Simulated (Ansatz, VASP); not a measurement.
# CdSe: VASP beside Ansatz

The input INCAR:

```
SYSTEM = CdSe
PREC = Accurate ; ENCUT = 520
EDIFF = 1E-7 ; ISMEAR = -1
SIGMA = 0.05 ; LREAL = .FALSE.
LASPH = .TRUE. ; NELM = 80
ALGO = Normal ; ISIF = 2
LWAVE = .FALSE. ; LCHARG = .TRUE.
LELF = .TRUE. ; LVHAR = .TRUE.
NBANDS = 26
```

Contents of KPOINTS:

```
Automatic mesh
0
G
  7 7 4
  0 0 0
```

The input POSCAR:

```
CdSe
1.0
    4.2711400700      0.0000000000      0.0000000000
   -2.1355700350      3.6989158038      0.0000000000
    0.0000000000      0.0000000000      6.9728844864
Cd Se
2 2
Direct
    0.6666666667      0.3333333333      0.5000000000
    0.3333333333      0.6666666667      0.0000000000
    0.6666666667      0.3333333333      0.8850000000
    0.3333333333      0.6666666667      0.3850000000
```

Contents of input.yaml:

```yaml
crystal:
  lattice:
    - [4.27114007, 0.0, 0.0]
    - [-2.135570035, 3.6989158038, 0.0]
    - [0.0, 0.0, 6.9728844864]
  atoms:
    - { symbol: Cd, position: [0.6666666667, 0.3333333333, 0.5] }
    - { symbol: Cd, position: [0.3333333333, 0.6666666667, 0.0] }
    - { symbol: Se, position: [0.6666666667, 0.3333333333, 0.885] }
    - { symbol: Se, position: [0.3333333333, 0.6666666667, 0.385] }
kpoints:
  mp_grid: { grid: [7, 7, 4] }
scf:
  occupations: { method: fermi_dirac, width: 0.05 }
hamiltonian:
  xc: lda
  pseudopotentials: { kind: all_electron, lapw: { basis_error: 0.002 } }
output:
  forces: true
  stress: true
  eigenvalues: true
```

Change from the starting cell: volume scaled by 0.98.

Alike in both runs: task single point; functional LDA; k mesh 7 × 7 × 4; occupations fermi-dirac, width 0.05 eV; no spin polarisation.

|  | VASP | Ansatz |
| --- | --- | --- |
| version | VASP 6.6.1 | Ansatz 0.2.0 |
| potentials or method | VASP PAW LDA potentials, release 64 (Cd, Se), cutoff 520 eV | all-electron LAPW, scalar-relativistic |

```tsv
	VASP	Ansatz	Ansatz less VASP
gap on the k mesh at the Fermi level (eV)	0.50	0.47	-0.034
least direct gap on the mesh (eV)	0.50	0.47	-0.034
pressure (GPa)	-0.3	-0.7	-0.44
traceless stress, the component that is largest in VASP (GPa)	-1.30	-1.23	+0.075
rms of the force components (eV/Å)	0.166	0.158	-0.0072
```

LDA's correlation is that of Perdew and Zunger in VASP and of Perdew and Wang (1992) in Ansatz. Atom by atom the forces differ by 0.007 eV/Å (rms over components). Ansatz ran all-electron here, and VASP with PAW potentials.
